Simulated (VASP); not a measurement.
# Ti (Fm-3m) in VASP: further runs, part 2 of 3

VASP 6.6.1.

### Step 3. Single point, r2SCAN

This run uses another cell than the first one, of 15.48 Å³/atom, 1.028 times its volume.

POSCAR reads:

```
Ti
1.0
    0.0000000000      1.9779255878      1.9779255878
    1.9779255878      0.0000000000      1.9779255878
    1.9779255878      1.9779255878      0.0000000000
Ti
1
Direct
    0.0000000000      0.0000000000      0.0000000000
```

INCAR.step1 reads:

```
SYSTEM = Ti
ALGO = Normal ; EDIFF = 1E-4
ENCUT = 520 ; GGA = PE
ISMEAR = -1 ; LASPH = .True.
LCHARG = .False. ; LREAL = .False.
LWAVE = .True. ; NBANDS = 12
NELM = 60 ; PREC = Accurate
SIGMA = 0.1
```

INCAR.step2 reads:

```
SYSTEM = Ti
ALGO = Normal ; EDIFF = 1E-7
ENCUT = 520 ; ISIF = 2
ISMEAR = -1 ; ISTART = 1
LASPH = .True. ; LCHARG = .False.
LMIXTAU = .True. ; LREAL = .False.
LWAVE = .False. ; METAGGA = R2SCAN
NBANDS = 12 ; NELM = 60
PREC = Accurate ; SIGMA = 0.1
```

KPOINTS reads:

```
k-points
0
Gamma
  12 12 12
  0 0 0
```

Potentials or basis: VASP PAW PBE potentials, release 64 (Ti_sv).

On the command line:

```sh
$ cat potpaw_PBE.64/Ti_sv/POTCAR > POTCAR
$ cp INCAR.step1 INCAR
$ mpirun -np 1 vasp_std > vasp.out
$ cp INCAR.step2 INCAR
$ mpirun -np 1 vasp_std > vasp.out
```

OUTCAR:

```text
SYSTEM = Ti
   EDIFF = 1E-7
   ENCUT = 520
   ISIF = 2
   ISMEAR = -1
   ISTART = 1
   LASPH = .True.
   LREAL = .False.
   METAGGA = R2SCAN
   NELM = 60
   PREC = Accurate

 ion  position               nearest neighbor table
   1  0.000  0.000  0.000-

  LATTYP: Found a face centered cubic cell.
 ALAT       =     3.9558511756

  Lattice vectors:

 A1 = (   0.0000000000,   1.9779255878,   1.9779255878)
 A2 = (   1.9779255878,   0.0000000000,   1.9779255878)
 A3 = (   1.9779255878,   1.9779255878,   0.0000000000)

Analysis of symmetry for initial positions (statically):
=====================================================================
 Subroutine PRICEL returns:
 Original cell was already a primitive cell.

 Routine SETGRP: Setting up the symmetry group for a
 face centered cubic supercell.

 Subroutine GETGRP returns: Found 48 space group operations
 (whereof 48 operations were pure point group operations)
 out of a pool of 48 trial point group operations.

The static configuration has the point symmetry O_h .

Analysis of symmetry for dynamics (positions and initial velocities):
=====================================================================
 Subroutine PRICEL returns:
 Original cell was already a primitive cell.

 Routine SETGRP: Setting up the symmetry group for a
 face centered cubic supercell.

 Subroutine GETGRP returns: Found 48 space group operations
 (whereof 48 operations were pure point group operations)
 out of a pool of 48 trial point group operations.

The dynamic configuration has the point symmetry O_h .

 Subroutine INISYM returns: Found 48 space group operations
 (whereof 48 operations are pure point group operations),
 and found     1 'primitive' translations

----------------------------------------------------------------------------------------

                                     Primitive cell

  volume of cell :      15.4760

  direct lattice vectors                    reciprocal lattice vectors
     0.000000000  1.977925588  1.977925588    -0.252790096  0.252790096  0.252790096
     1.977925588  0.000000000  1.977925588     0.252790096 -0.252790096  0.252790096
     1.977925588  1.977925588  0.000000000     0.252790096  0.252790096 -0.252790096

  length of vectors
     2.797209192  2.797209192  2.797209192     0.437845291  0.437845291  0.437845291

  position of ions in fractional coordinates (direct lattice)
     0.000000000  0.000000000  0.000000000

  ion indices of the primitive-cell ions
   primitive index   ion index
                 1           1

----------------------------------------------------------------------------------------

 KPOINTS: k-points

Automatic generation of k-mesh.
 Grid dimensions read from file:
 generate k-points for:   12   12   12

 Generating k-lattice:

  Cartesian coordinates                     Fractional coordinates (reciprocal lattice)
    -0.021065841  0.021065841  0.021065841     0.083333333  0.000000000  0.000000000
     0.021065841 -0.021065841  0.021065841     0.000000000  0.083333333  0.000000000
     0.021065841  0.021065841 -0.021065841     0.000000000  0.000000000  0.083333333

  Length of vectors
     0.036487108  0.036487108  0.036487108

  Shift w.r.t. Gamma in fractional coordinates (k-lattice)
     0.000000000  0.000000000  0.000000000

 Subroutine IBZKPT returns following result:
 ===========================================

 Found     72 irreducible k-points:

 Following reciprocal coordinates:
            Coordinates               Weight
  0.000000  0.000000  0.000000      1.000000
  0.083333  0.000000  0.000000      8.000000
  0.166667  0.000000  0.000000      8.000000
  0.250000  0.000000  0.000000      8.000000
  0.333333  0.000000  0.000000      8.000000
  0.416667  0.000000  0.000000      8.000000
[... 16 lines left out ...]
  0.500000  0.166667  0.000000     24.000000
 -0.416667  0.166667  0.000000     24.000000
 [... further k-points ...]
   k-points           NKPTS =     72   k-points in BZ     NKDIM =     72   number of bands    NBANDS=     12
   number of dos      NEDOS =    301   number of ions     NIONS =      1
   total plane-waves  NPLWV =  13824
   dimension x,y,z NGX =    24 NGY =   24 NGZ =   24
   dimension x,y,z NGXF=    48 NGYF=   48 NGZF=   48
   ions per type =               1
   NGX,Y,Z   is equivalent  to a cutoff of  14.26, 14.26, 14.26 a.u.
   NGXF,Y,Z  is equivalent  to a cutoff of  28.53, 28.53, 28.53 a.u.
 SYSTEM =  Ti
   PREC   = accura    normal or accurate (medium, high low for compatibility)
   ISTART =      1    job   : 0-new  1-cont  2-samecut
   ICHARG =      0    charge: 1-file 2-atom 10-const
   ISPIN  =      1    spin polarized calculation?
   LNONCOLLINEAR =      F non collinear calculations
   LSORBIT =      F    spin-orbit coupling
   LASPH  =      T    aspherical Exc in radial PAW
   ENCUT  =  520.0 eV  38.22 Ry    6.18 a.u.   5.20  5.20  5.20*2*pi/ulx,y,z
   NELM   =     60;   NELMIN=  2; NELMDL=  0     # of ELM steps
   EDIFF  = 0.1E-06   stopping-criterion for ELM
   LREAL  =      F    real-space projection
   EDIFFG = 0.1E-05   stopping-criterion for IOM
   NSW    =      0    number of steps for IOM
   IBRION =     -1    ionic relax: 0-MD 1-quasi-New 2-CG
   NFREE  =      0    steps in history (QN), initial steepest desc. (CG)
   ISIF   =      2    stress and relaxation
   ISYM   =      2    0-nonsym 1-usesym 2-fastsym
   POTIM  = 0.5000    time-step for ionic-motion
   TEBEG  =    0.0;   TEEND  =   0.0 temperature during run
   PSTRESS=    0.0 pullay stress
   NELECT =      12.0000    total number of electrons
   NUPDOWN=      -1.0000    fix difference up-down
   EMIN   =  10.00;   EMAX   =-10.00  energy-range for DOS
   EFERMI =   0.00;   METHOD = LEGACY
   ISMEAR =    -1;   SIGMA  =   0.10  broadening in eV -4-tet -1-fermi 0-gaus
   EFERMI_NEDOS =   21; number of points for ismear=-14 and -15
   IALGO  =     38    algorithm
   IMIX   =      4    mixing-type and parameters
     AMIX     =   0.40;   BMIX     =  1.00
     AMIX_MAG =   1.60;   BMIX_MAG =  1.00
  volume/ion in A,a.u.               =      15.48       104.44
  Fermi-wavevector in a.u.,A,eV,Ry     =   1.504003  2.842153 30.776709  2.262024
  Thomas-Fermi vector in A             =   2.615039
   LORBIT       =      0    0 simple, 1 ext, 2 COOP (PROOUT), +10 PAW based schemes
   METAGGA = R2SCAN    functional components
   LHFCALC =     F    Hartree Fock is set to
   AEXX    =    0.0000 exact exchange contribution
   IVDW    =     0    specifies the selected vdW correction
   LEPSILON=     F    determine dielectric tensor
   LRPA    =     F    only Hartree local field effects (RPA)
 non-spin polarized calculation
  energy-cutoff  :      520.00
  volume of cell :       15.48
 maximum number of plane-waves:       444
 NGX is ok and might be reduce to    24
   NGX = 11   NGY = 11   NGZ = 11

 number of electron      11.9999998 magnetization

 Free energy of the ion-electron system (eV)
  ---------------------------------------------------
  ext. energy  EPLUGINS =         0.00000000
  ---------------------------------------------------
  free energy    TOTEN  =       -12.81226573 eV

  energy without entropy =      -12.76573967  energy(sigma->0) =      -12.78900270

 E-fermi :   9.5437     XC(G=0): -13.0148

 val. band max:        9.5414388144   @ k =   0.3333   0.0000   0.0000
 cond. band min:       9.5532283906   @ k =   0.2500   0.0833   0.0000
 fundamental gap:      0.0117895762
 Fermi energy:         9.5436655793

 k-point     1 :       0.0000    0.0000    0.0000
  band No.  band energies     occupation
      1     -49.2990      2.00000
      2     -23.9426      2.00000
      3     -23.9426      2.00000
      4     -23.9426      2.00000
      5       2.8306      2.00000
      6      10.6126      0.00005
      7      10.6126      0.00005
      8      10.6126      0.00005
      9      12.6956      0.00000
     10      12.6956      0.00000
     11      25.9378      0.00000
     12      31.4401      0.00000
[... 331 lines left out ...]
 k-point    24 :      -0.4167    0.1667    0.0000
  band No.  band energies     occupation
      1     -49.0746      2.00000
      2     -24.8555      2.00000
      3     -24.2508      2.00000
      4     -24.1022      2.00000
      5       7.2831      2.00000
      6       9.0928      1.97821
      7      10.1444      0.00491
      8      11.1110      0.00000
      9      13.6354      0.00000
     10      15.4281      0.00000
     11      19.4372      0.00000
     12      25.0614      0.00000

 [... further k-points ...]

------------------------ aborting loop because EDIFF is reached ----------------------------------------

  FORCE on cell =-STRESS in cart. coord.  units (eV):
  Direction    XX          YY          ZZ          XY          YZ          ZX
  --------------------------------------------------------------------------------------
  -------------------------------------------------------------------------------------
  Total        1.5605145      1.5605145      1.5605145     -0.0000000      0.0000000     -0.0000000
  in kB      161.5543068    161.5543068    161.5543068     -0.0000000      0.0000000     -0.0000000
  external PRESSURE =     161.5543068 kB  Pullay stress =       0.0000000 kB

 VOLUME and BASIS-vectors are now :
 -----------------------------------------------------------------------------
  energy-cutoff  :      520.00
  volume of cell :       15.48
      direct lattice vectors                 reciprocal lattice vectors
     0.000000000  1.977925588  1.977925588    -0.252790096  0.252790096  0.252790096
     1.977925588  0.000000000  1.977925588     0.252790096 -0.252790096  0.252790096
     1.977925588  1.977925588  0.000000000     0.252790096  0.252790096 -0.252790096

 POSITION                                       TOTAL-FORCE (eV/Angst)
 -----------------------------------------------------------------------------------
      0.00000      0.00000      0.00000        -0.000000     -0.000000     -0.000000
 -----------------------------------------------------------------------------------
    total drift:                               -0.000000     -0.000000     -0.000000

  FREE ENERGIE OF THE ION-ELECTRON SYSTEM (eV)
  ---------------------------------------------------
  free  energy   TOTEN  =       -12.8122657349 eV

  energy  without entropy=      -12.7657396684  energy(sigma->0) =      -12.78900270
```

OUTCAR.step1:

```text
SYSTEM = Ti
   EDIFF = 1E-4
   ENCUT = 520
   GGA = PE
   ISMEAR = -1
   LASPH = .True.
   LREAL = .False.
[... 576 lines left out ...]
 -----------------------------------------------------------------------------------
      0.00000      0.00000      0.00000         0.000000      0.000000      0.000000
 -----------------------------------------------------------------------------------
    total drift:                               -0.000000     -0.000000      0.000000

  FREE ENERGIE OF THE ION-ELECTRON SYSTEM (eV)
  ---------------------------------------------------
  free  energy   TOTEN  =        -7.7236872500 eV

  energy  without entropy=       -7.6740628257  energy(sigma->0) =       -7.69887504
```

OSZICAR.step1:

```text
N       E                     dE             d eps       ncg     rms          rms(c)
DAV:   1     0.876383741703E+02    0.87638E+02   -0.65500E+03  1728   0.123E+03
DAV:   2    -0.404336542388E+01   -0.91682E+02   -0.89254E+02  1744   0.300E+02
DAV:   3    -0.842286882774E+01   -0.43795E+01   -0.43282E+01  2368   0.665E+01
DAV:   4    -0.853561428451E+01   -0.11275E+00   -0.11259E+00  2000   0.943E+00
DAV:   5    -0.853830547667E+01   -0.26912E-02   -0.26910E-02  2000   0.133E+00    0.938E+00
DAV:   6    -0.771430150594E+01    0.82400E+00   -0.16771E+00  1868   0.199E+01    0.271E+00
DAV:   7    -0.770813761062E+01    0.61639E-02   -0.10514E-01  2112   0.404E+00    0.142E+00
DAV:   8    -0.772335537397E+01   -0.15218E-01   -0.46208E-02  1788   0.248E+00    0.135E-01
DAV:   9    -0.772360184968E+01   -0.24648E-03   -0.43138E-03  2108   0.673E-01    0.103E-01
DAV:  10    -0.772371529462E+01   -0.11344E-03   -0.31692E-04  1852   0.190E-01    0.254E-02
DAV:  11    -0.772368725002E+01    0.28045E-04   -0.28382E-05  1044   0.680E-02
   1 F= -.77236873E+01 E0= -.76988750E+01  d E =-.496244E-01
```

Wall time 99 s (1 thread of AMD EPYC 7R43 (Zen 3), shared host); peak memory 0.11 GiB.

Results:

```yaml
Free_energy: -12.8123 eV
Pressure: 16.2 GPa
Band_gap_on_the_k_mesh: zero (band 6 reaches 10.61 eV, above the bottom of band 7 at 9.08 eV)
```

Caveat: the PAW data sets were made with another functional, which shifts forces and pressure a little.

### Step 4. Single point, r2SCAN

This run uses another cell than the first one, of 15.89 Å³/atom, 1.056 times its volume.

POSCAR reads:

```
Ti
1.0
    0.0000000000      1.9955865722      1.9955865722
    1.9955865722      0.0000000000      1.9955865722
    1.9955865722      1.9955865722      0.0000000000
Ti
1
Direct
    0.0000000000      0.0000000000      0.0000000000
```

INCAR.step1 reads:

```
SYSTEM = Ti
  ALGO = Normal
  EDIFF = 1E-4
  ENCUT = 520
  GGA = PE
  ISMEAR = -1
  LASPH = .TRUE.
  LCHARG = .FALSE.
  LREAL = .FALSE.
  LWAVE = .TRUE.
  NBANDS = 12
  NELM = 80
  PREC = Accurate
  SIGMA = 0.1
```

INCAR.step2 reads:

```
SYSTEM = Ti
  ALGO = Normal
  EDIFF = 1E-6
  ENCUT = 520
  ISIF = 2
  ISMEAR = -1
  ISTART = 1
  LASPH = .TRUE.
  LCHARG = .TRUE.
  LELF = .TRUE.
  LMIXTAU = .TRUE.
  LREAL = .FALSE.
  LVHAR = .TRUE.
  LWAVE = .FALSE.
  METAGGA = R2SCAN
  NBANDS = 12
  NELM = 80
  PREC = Accurate
  SIGMA = 0.1
```

KPOINTS reads:

```
k-points
0
G
  12 12 12
  0 0 0
```

On the command line:

```sh
$ cat potpaw_PBE.64/Ti_sv/POTCAR > POTCAR
$ cp INCAR.step1 INCAR
$ mpirun -np 1 vasp_std > vasp.out
$ cp INCAR.step2 INCAR
$ mpirun -np 1 vasp_std > vasp.out
```

It took 82 s on 1 thread of AMD EPYC 7R43 (Zen 3), shared host; peak memory 0.11 GiB.

Results (log left out):

| Property | Result |
| --- | --- |
| Free energy | -12.8493 eV |
| Pressure | 12.0 GPa |
| Band gap on the k mesh | zero (band 6 reaches 10.29 eV, above the bottom of band 7 at 8.77 eV) |

Levels at points of the mesh, in eV from the Fermi level:
| k point | band 2 | band 3 | band 4 | band 5 | band 6 | band 7 | band 8 | band 9 | band 10 | band 11 |
| --- | --- | --- | --- | --- | --- | --- | --- | --- | --- | --- |
| (0.00, 0.00, 0.00) | -33.57 | -33.57 | -33.57 | -6.67 | 1.05 | 1.05 | 1.05 | 3.07 | 3.07 | 16.25 |
| (0.50, 0.00, 0.00) | -34.50 | -33.69 | -33.69 | -2.93 | 0.70 | 0.95 | 0.95 | 4.25 | 4.25 | 9.59 |
| (0.50, 0.50, 0.00) | -34.43 | -33.89 | -33.89 | -3.01 | -2.05 | 3.26 | 4.30 | 4.53 | 4.53 | 12.12 |

Caveat: the PAW data sets were made with another functional, which shifts forces and pressure a little.

(Continued in part 3 of 3.)
